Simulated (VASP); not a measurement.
# W2Cl (P6_3/mmc) in VASP: notebook

Runs on W2Cl. Level: PBE. Tasks: single point, relaxation of cell and atoms.

Program: VASP 6.6.1. These are calculated values, not measurements. Logs are shortened: lines on timing, memory, paths and dates and some standing lists are left out, and cuts for length are marked.

## (1) The cell of the first run

The structure is hexagonal, space group P6_3/mmc (No. 194). Conventional cell: a = 3.220 Å, b = 3.220 Å, c = 12.268 Å, α = 90.00°, β = 90.00°, γ = 120.00°. W (site symmetry 3m) has 9 W at 2.48 to 3.22 Å and 3 Cl at 2.91 Å within 3.3 Å. Cl (site symmetry -6m2) has 8 W at 2.91 to 3.89 Å and 6 Cl at 3.22 Å within 3.9 Å.

The cell was built from a structure type or drawn by symmetry, and may not be a known phase.

## (2) Single point, PBE

Input file INCAR:

```
SYSTEM = W2Cl
ALGO = Normal
EDIFF = 1E-6
ENCUT = 520
GGA = PE
ISIF = 2
ISMEAR = 0
LASPH = .True.
LCHARG = .True.
LELF = .True.
LREAL = .False.
LVHAR = .True.
LWAVE = .False.
NBANDS = 44
NELM = 100
PREC = Accurate
SIGMA = 0.1
```

Input file KPOINTS:

```
k-points
0
Gamma
  6 6 2
  0 0 0
```

Input file POSCAR:

```
W2Cl
1.0
    3.2199509059     -0.0000000029      0.0000000000
   -1.6099754504      2.7885592850      0.0000000000
    0.0000000000      0.0000000000     12.2676023071
W Cl
4 2
Direct
    0.3333333333      0.6666666667      0.9329206652
    0.6666666667      0.3333333333      0.4329206652
    0.3333333333      0.6666666667      0.5670793348
    0.6666666667      0.3333333333      0.0670793348
    0.6666666667      0.3333333333      0.7500000000
    0.3333333333      0.6666666667      0.2500000000
```

Potentials or basis: VASP PAW PBE potentials, release 64 (W_sv, Cl).

Command:

```bash
$ cat potpaw_PBE.64/W_sv/POTCAR potpaw_PBE.64/Cl/POTCAR > POTCAR
$ mpirun -np 1 vasp_std > vasp.out
```

OUTCAR:

```text
SYSTEM = W2Cl
   EDIFF = 1E-6
   ENCUT = 520
   GGA = PE
   ISIF = 2
   ISMEAR = 0
   LASPH = .True.
   LREAL = .False.
   NELM = 100
   PREC = Accurate

 ion  position               nearest neighbor table
   1  0.333  0.667  0.933-   4 2.48   4 2.48   4 2.48   5 2.91   5 2.91   5 2.91
   2  0.667  0.333  0.433-   3 2.48   3 2.48   3 2.48   6 2.91   6 2.91   6 2.91
   3  0.333  0.667  0.567-   2 2.48   2 2.48   2 2.48   5 2.91   5 2.91   5 2.91
   4  0.667  0.333  0.067-   1 2.48   1 2.48   1 2.48   6 2.91   6 2.91   6 2.91
   5  0.667  0.333  0.750-   1 2.91   3 2.91   1 2.91   3 2.91   1 2.91   3 2.91
   6  0.333  0.667  0.250-   2 2.91   4 2.91   2 2.91   4 2.91   2 2.91   4 2.91

  LATTYP: Found a hexagonal cell.
 ALAT       =     3.2199509059
 C/A-ratio  =     3.8098724687

  Lattice vectors:

 A1 = (   3.2199509059,  -0.0000000029,   0.0000000000)
 A2 = (  -1.6099754504,   2.7885592850,   0.0000000000)
 A3 = (   0.0000000000,   0.0000000000,  12.2676023071)

Analysis of symmetry for initial positions (statically):
=====================================================================
 Subroutine PRICEL returns:
 Original cell was already a primitive cell.

 Routine SETGRP: Setting up the symmetry group for a
 hexagonal supercell.

 Subroutine GETGRP returns: Found 24 space group operations
 (whereof 12 operations were pure point group operations)
 out of a pool of 24 trial point group operations.

The static configuration has the point symmetry D_3d.
 The point group associated with its full space group is D_6h.

Analysis of symmetry for dynamics (positions and initial velocities):
=====================================================================
 Subroutine PRICEL returns:
 Original cell was already a primitive cell.

 Routine SETGRP: Setting up the symmetry group for a
 hexagonal supercell.

 Subroutine GETGRP returns: Found 24 space group operations
 (whereof 12 operations were pure point group operations)
 out of a pool of 24 trial point group operations.

The dynamic configuration has the point symmetry D_3d.
 The point group associated with its full space group is D_6h.

 Subroutine INISYM returns: Found 24 space group operations
 (whereof 12 operations are pure point group operations),
 and found     1 'primitive' translations

----------------------------------------------------------------------------------------

                                     Primitive cell

  volume of cell :     110.1511

  direct lattice vectors                    reciprocal lattice vectors
     3.219950906 -0.000000003  0.000000000     0.310563741  0.179304059  0.000000000
    -1.609975450  2.788559285  0.000000000     0.000000000  0.358608119  0.000000000
     0.000000000  0.000000000 12.267602307     0.000000000  0.000000000  0.081515522

  length of vectors
     3.219950906  3.219950906 12.267602307     0.358608119  0.358608119  0.081515522

  position of ions in fractional coordinates (direct lattice)
     0.333333333  0.666666667  0.932920665
     0.666666667  0.333333333  0.432920665
     0.333333333  0.666666667  0.567079335
     0.666666667  0.333333333  0.067079335
     0.666666667  0.333333333  0.750000000
     0.333333333  0.666666667  0.250000000

  ion indices of the primitive-cell ions
   primitive index   ion index
                 1           1
                 2           2
                 3           3
                 4           4
                 5           5
                 6           6

----------------------------------------------------------------------------------------

 KPOINTS: k-points

Automatic generation of k-mesh.
 Grid dimensions read from file:
 generate k-points for:    6    6    2

 Generating k-lattice:

  Cartesian coordinates                     Fractional coordinates (reciprocal lattice)
     0.051760624  0.029884010  0.000000000     0.166666667 -0.000000000  0.000000000
     0.000000000  0.059768020  0.000000000     0.000000000  0.166666667  0.000000000
     0.000000000  0.000000000  0.040757761     0.000000000  0.000000000  0.500000000

  Length of vectors
     0.059768020  0.059768020  0.040757761

  Shift w.r.t. Gamma in fractional coordinates (k-lattice)
     0.000000000  0.000000000  0.000000000

 Subroutine IBZKPT returns following result:
 ===========================================

 Found     14 irreducible k-points:

 Following reciprocal coordinates:
            Coordinates               Weight
  0.000000  0.000000  0.000000      1.000000
  0.166667  0.000000  0.000000      6.000000
  0.333333  0.000000  0.000000      6.000000
  0.500000  0.000000  0.000000      3.000000
  0.166667  0.166667  0.000000      6.000000
  0.333333  0.166667  0.000000     12.000000
  0.333333  0.333333  0.000000      2.000000
  0.000000  0.000000  0.500000      1.000000
  0.166667  0.000000  0.500000      6.000000
  0.333333  0.000000  0.500000      6.000000
  0.500000  0.000000  0.500000      3.000000
  0.166667  0.166667  0.500000      6.000000
  0.333333  0.166667  0.500000     12.000000
  0.333333  0.333333  0.500000      2.000000
   k-points           NKPTS =     14   k-points in BZ     NKDIM =     14   number of bands    NBANDS=     44
   number of dos      NEDOS =    301   number of ions     NIONS =      6
   total plane-waves  NPLWV =  55296
   dimension x,y,z NGX =    24 NGY =   24 NGZ =   96
   dimension x,y,z NGXF=    48 NGYF=   48 NGZF=  192
   ions per type =               4   2
   NGX,Y,Z   is equivalent  to a cutoff of  12.39, 12.39, 13.01 a.u.
   NGXF,Y,Z  is equivalent  to a cutoff of  24.78, 24.78, 26.02 a.u.
 SYSTEM =  W2Cl
   PREC   = accura    normal or accurate (medium, high low for compatibility)
   ISTART =      0    job   : 0-new  1-cont  2-samecut
   ICHARG =      2    charge: 1-file 2-atom 10-const
   ISPIN  =      1    spin polarized calculation?
   LNONCOLLINEAR =      F non collinear calculations
   LSORBIT =      F    spin-orbit coupling
   LASPH  =      T    aspherical Exc in radial PAW
   ENCUT  =  520.0 eV  38.22 Ry    6.18 a.u.   5.99  5.99 22.81*2*pi/ulx,y,z
   NELM   =    100;   NELMIN=  2; NELMDL= -5     # of ELM steps
   EDIFF  = 0.1E-05   stopping-criterion for ELM
   LREAL  =      F    real-space projection
   EDIFFG = 0.1E-04   stopping-criterion for IOM
   NSW    =      0    number of steps for IOM
   IBRION =     -1    ionic relax: 0-MD 1-quasi-New 2-CG
   NFREE  =      0    steps in history (QN), initial steepest desc. (CG)
   ISIF   =      2    stress and relaxation
   ISYM   =      2    0-nonsym 1-usesym 2-fastsym
   POTIM  = 0.5000    time-step for ionic-motion
   TEBEG  =    0.0;   TEEND  =   0.0 temperature during run
   PSTRESS=    0.0 pullay stress
   NELECT =      70.0000    total number of electrons
   NUPDOWN=      -1.0000    fix difference up-down
   EMIN   =  10.00;   EMAX   =-10.00  energy-range for DOS
   EFERMI =   0.00;   METHOD = LEGACY
   ISMEAR =     0;   SIGMA  =   0.10  broadening in eV -4-tet -1-fermi 0-gaus
   EFERMI_NEDOS =   21; number of points for ismear=-14 and -15
   IALGO  =     38    algorithm
   IMIX   =      4    mixing-type and parameters
     AMIX     =   0.40;   BMIX     =  1.00
     AMIX_MAG =   1.60;   BMIX_MAG =  1.00
  volume/ion in A,a.u.               =      18.36       123.89
  Fermi-wavevector in a.u.,A,eV,Ry     =   1.407488  2.659766 26.953431  1.981021
  Thomas-Fermi vector in A             =   2.529742
   LORBIT       =      0    0 simple, 1 ext, 2 COOP (PROOUT), +10 PAW based schemes
   GGA     = PE    functional components
   LHFCALC =     F    Hartree Fock is set to
   AEXX    =    0.0000 exact exchange contribution
   IVDW    =     0    specifies the selected vdW correction
   LEPSILON=     F    determine dielectric tensor
   LRPA    =     F    only Hartree local field effects (RPA)
 non-spin polarized calculation
 Gauss-broadening in eV      SIGMA  =   0.10
  energy-cutoff  :      520.00
  volume of cell :      110.15
 maximum number of plane-waves:      2994
 NGX is ok and might be reduce to    24
   NGX = 11   NGY = 11   NGZ = 45

 number of electron      70.0000009 magnetization

 Free energy of the ion-electron system (eV)
  ---------------------------------------------------
  ext. energy  EPLUGINS =         0.00000000
  ---------------------------------------------------
  free energy    TOTEN  =       -52.74020017 eV

  energy without entropy =      -52.71784408  energy(sigma->0) =      -52.72902213

 E-fermi :   8.7964     XC(G=0): -11.8027

 val. band max:        8.6154028061   @ k =   0.5000   0.0000   0.5000
 cond. band min:       8.8033727235   @ k =   0.3333   0.0000   0.5000
 fundamental gap:      0.1879699174
 Fermi energy:         8.7964473454

 k-point     1 :       0.0000    0.0000    0.0000
  band No.  band energies     occupation
      1     -65.5608      2.00000
      2     -65.5608      2.00000
      3     -65.2834      2.00000
      4     -65.2833      2.00000
      5     -30.3214      2.00000
      6     -30.3188      2.00000
[... 36 lines left out ...]
     43      11.2858      0.00000
     44      12.3693      0.00000

 k-point     2 :       0.1667    0.0000    0.0000
  band No.  band energies     occupation
      1     -65.5411      2.00000
      2     -65.5411      2.00000
      3     -65.2964      2.00000
      4     -65.2964      2.00000
      5     -30.3248      2.00000
      6     -30.3228      2.00000
[... 36 lines left out ...]
     43      11.3489      0.00000
     44      11.6180      0.00000

 k-point     3 :       0.3333    0.0000    0.0000
  band No.  band energies     occupation
      1     -65.4923      2.00000
      2     -65.4923      2.00000
      3     -65.3321      2.00000
      4     -65.3321      2.00000
      5     -30.3466      2.00000
      6     -30.3455      2.00000
[... 506 lines left out ...]
     43      11.7190      0.00000
     44      11.7190      0.00000

 k-point    14 :       0.3333    0.3333    0.5000
  band No.  band energies     occupation
      1     -65.4073      2.00000
      2     -65.4073      2.00000
      3     -65.4073      2.00000
      4     -65.4073      2.00000
      5     -30.2998      2.00000
      6     -30.2998      2.00000
[... 36 lines left out ...]
     43      11.6557      0.00000
     44      11.6557      0.00000

------------------------ aborting loop because EDIFF is reached ----------------------------------------

  FORCE on cell =-STRESS in cart. coord.  units (eV):
  Direction    XX          YY          ZZ          XY          YZ          ZX
  --------------------------------------------------------------------------------------
  -------------------------------------------------------------------------------------
  Total        0.2440940      0.2440940      0.3923352      0.0000000      0.0000000      0.0000000
  in kB        3.5504126      3.5504126      5.7066205      0.0000000      0.0000000      0.0000000
  external PRESSURE =       4.2691486 kB  Pullay stress =       0.0000000 kB

 VOLUME and BASIS-vectors are now :
 -----------------------------------------------------------------------------
  energy-cutoff  :      520.00
  volume of cell :      110.15
      direct lattice vectors                 reciprocal lattice vectors
     3.219950906 -0.000000003  0.000000000     0.310563741  0.179304059  0.000000000
    -1.609975450  2.788559285  0.000000000     0.000000000  0.358608119  0.000000000
     0.000000000  0.000000000 12.267602307     0.000000000  0.000000000  0.081515522

 POSITION                                       TOTAL-FORCE (eV/Angst)
 -----------------------------------------------------------------------------------
      0.00000      1.85904     11.44470         0.000000      0.000000     -0.085966
      1.60998      0.92952      5.31090        -0.000000     -0.000000     -0.085966
      0.00000      1.85904      6.95670         0.000000      0.000000      0.085966
      1.60998      0.92952      0.82290        -0.000000     -0.000000      0.085966
      1.60998      0.92952      9.20070        -0.000000     -0.000000      0.000000
      0.00000      1.85904      3.06690         0.000000      0.000000      0.000000
 -----------------------------------------------------------------------------------
    total drift:                               -0.000000      0.000000     -0.000000

  FREE ENERGIE OF THE ION-ELECTRON SYSTEM (eV)
  ---------------------------------------------------
  free  energy   TOTEN  =       -52.7402001704 eV

  energy  without entropy=      -52.7178440806  energy(sigma->0) =      -52.72902213
```

It took 94 s on 1 thread of Intel Xeon Platinum 8259CL at 2.50GHz (Skylake/Cascade Lake), shared host; peak memory 0.24 GiB.

Results:

| Item | Value |
| --- | --- |
| Free energy | -52.7402 eV |
| Pressure | 0.4 GPa |
| Largest force | 0.086 eV/Å |
| Band gap on the k mesh | zero (bands 35 and 36 overlap by 2.57 eV) |

Forces in eV/Å, atoms in the order of the input:
```
W    0.000  0.000 -0.086
W    0.000  0.000 -0.086
W    0.000  0.000  0.086
W    0.000  0.000  0.086
Cl   0.000  0.000  0.000
Cl   0.000  0.000  0.000
```

Stress tensor (GPa, compression positive):
```
0.36 0.00 0.00
0.00 0.36 0.00
0.00 0.00 0.57
```

Caveat: the k points lie up to 0.38 Å⁻¹ apart, too coarse for converged energies and pressures of a metal; spin-orbit coupling is left out, which moves the levels of the heavy elements.

## (3) Single point, PBE

This run uses another cell than the first one, of 18.76 Å³/atom.

Input file INCAR:

```
SYSTEM = W2Cl
PREC = Accurate
ENCUT = 520
EDIFF = 1E-6
ISMEAR = 0
SIGMA = 0.1
LREAL = .False.
LASPH = .True.
NELM = 60
ALGO = Normal
ISIF = 2
LWAVE = .False.
LCHARG = .False.
GGA = PE
NBANDS = 44
```

Input file KPOINTS:

```
regular mesh
0
Gamma
  6 6 2
  0 0 0
```

Input file POSCAR:

```
W2Cl
1.0
    3.1552045700      0.0000000000      0.0000000000
   -1.5776022800      2.7324873100      0.0000000000
    0.0000000000      0.0000000000     13.0555760800
W Cl
4 2
Direct
    0.3333333300      0.6666666700      0.8710007700
    0.6666666700      0.3333333300      0.3710007700
    0.3333333300      0.6666666700      0.6289992300
    0.6666666700      0.3333333300      0.1289992300
    0.6666666700      0.3333333300      0.7500000000
    0.3333333300      0.6666666700      0.2500000000
```

Potentials or basis: VASP PAW PBE potentials, release 64 (W_sv, Cl).

Command:

```bash
$ cat potpaw_PBE.64/W_sv/POTCAR potpaw_PBE.64/Cl/POTCAR > POTCAR
$ mpirun -np 1 vasp_std > vasp.out
```

OUTCAR:

```text
SYSTEM = W2Cl
   PREC = Accurate
   ENCUT = 520
   EDIFF = 1E-6
   ISMEAR = 0
   LREAL = .False.
   LASPH = .True.
   NELM = 60
   ISIF = 2
   GGA = PE

 ion  position               nearest neighbor table
   1  0.333  0.667  0.871-   5 2.41   5 2.41   5 2.41   3 3.16
   2  0.667  0.333  0.371-   6 2.41   6 2.41   6 2.41   4 3.16
   3  0.333  0.667  0.629-   5 2.41   5 2.41   5 2.41   1 3.16
   4  0.667  0.333  0.129-   6 2.41   6 2.41   6 2.41   2 3.16
   5  0.667  0.333  0.750-   1 2.41   3 2.41   1 2.41   3 2.41   1 2.41   3 2.41
   6  0.333  0.667  0.250-   2 2.41   4 2.41   2 2.41   4 2.41   2 2.41   4 2.41

  LATTYP: Found a hexagonal cell.
[... 853 lines left out ...]
  -------------------------------------------------------------------------------------
  Total      -10.6829995    -10.6829995    -10.6687872     -0.0000000      0.0000000      0.0000000
  in kB     -152.0624819   -152.0624817   -151.8601828     -0.0000003      0.0000000      0.0000000
  external PRESSURE =    -151.9950488 kB  Pullay stress =       0.0000000 kB

 VOLUME and BASIS-vectors are now :
 -----------------------------------------------------------------------------
  energy-cutoff  :      520.00
  volume of cell :      112.56
      direct lattice vectors                 reciprocal lattice vectors
     3.155204570  0.000000000  0.000000000     0.316936661  0.182983466  0.000000000
    -1.577602280  2.732487310  0.000000000     0.000000000  0.365966933  0.000000000
     0.000000000  0.000000000 13.055576080     0.000000000  0.000000000  0.076595624

 POSITION                                       TOTAL-FORCE (eV/Angst)
 -----------------------------------------------------------------------------------
     -0.00000      1.82166     11.37142         0.000000     -0.000000      2.355415
      1.57760      0.91083      4.84363        -0.000000     -0.000000      2.355415
     -0.00000      1.82166      8.21195         0.000000      0.000000     -2.355415
      1.57760      0.91083      1.68416        -0.000000      0.000000     -2.355415
      1.57760      0.91083      9.79168        -0.000000      0.000000     -0.000000
     -0.00000      1.82166      3.26389         0.000000     -0.000000     -0.000000
 -----------------------------------------------------------------------------------
    total drift:                               -0.000015      0.000009     -0.000001

  FREE ENERGIE OF THE ION-ELECTRON SYSTEM (eV)
  ---------------------------------------------------
  free  energy   TOTEN  =       -43.8957705370 eV

  energy  without entropy=      -43.8661166316  energy(sigma->0) =      -43.88094358
```

OSZICAR:

```text
N       E                     dE             d eps       ncg     rms          rms(c)
DAV:   1     0.903660604436E+03    0.90366E+03   -0.40550E+04  1288   0.172E+03
DAV:   2     0.176064804191E+02   -0.88605E+03   -0.86272E+03  1328   0.533E+02
DAV:   3    -0.436154719387E+02   -0.61222E+02   -0.59033E+02  1520   0.130E+02
DAV:   4    -0.461836042824E+02   -0.25681E+01   -0.24498E+01  1600   0.227E+01
DAV:   5    -0.462482554160E+02   -0.64651E-01   -0.64227E-01  1572   0.358E+00    0.319E+01
DAV:   6    -0.441760682519E+02    0.20722E+01   -0.50377E+00  1440   0.111E+01    0.134E+01
DAV:   7    -0.439050966349E+02    0.27097E+00   -0.15755E+00  1568   0.576E+00    0.216E+00
DAV:   8    -0.438959189024E+02    0.91777E-02   -0.10381E-01  1492   0.193E+00    0.549E-01
DAV:   9    -0.438956836531E+02    0.23525E-03   -0.75040E-03  1548   0.513E-01    0.170E-01
DAV:  10    -0.438957796238E+02   -0.95971E-04   -0.80574E-04  1536   0.187E-01    0.426E-02
DAV:  11    -0.438957721588E+02    0.74650E-05   -0.57124E-05  1592   0.418E-02    0.150E-02
DAV:  12    -0.438957713146E+02    0.84422E-06   -0.12720E-05  1540   0.223E-02    0.706E-03
DAV:  13    -0.438957705370E+02    0.77765E-06   -0.79516E-07   884   0.502E-03
   1 F= -.43895771E+02 E0= -.43880944E+02  d E =-.296539E-01
```

It took 85 s on 1 thread of Intel Xeon Platinum 8259CL at 2.50GHz (Skylake/Cascade Lake), shared host; peak memory 0.23 GiB.

Results:

```
Free energy            : -43.8958 eV
Pressure               : -15.2 GPa
Largest force          : 2.355 eV/Å
Band gap on the k mesh : zero (bands 35 and 36 overlap by 1.45 eV)
```

Forces on the atoms (eV/Å):
```
W    0.000  0.000  2.355
W    0.000  0.000  2.355
W    0.000  0.000 -2.355
W    0.000  0.000 -2.355
Cl   0.000  0.000  0.000
Cl   0.000  0.000  0.000
```

Caveat: the k points lie up to 0.38 Å⁻¹ apart, too coarse for converged energies and pressures of a metal; spin-orbit coupling is left out, which moves the levels of the heavy elements; forces of over 1 eV/Å act on the atoms, so gaps and moduli don't describe the material at rest.

(Continued in part 2 of 2.)
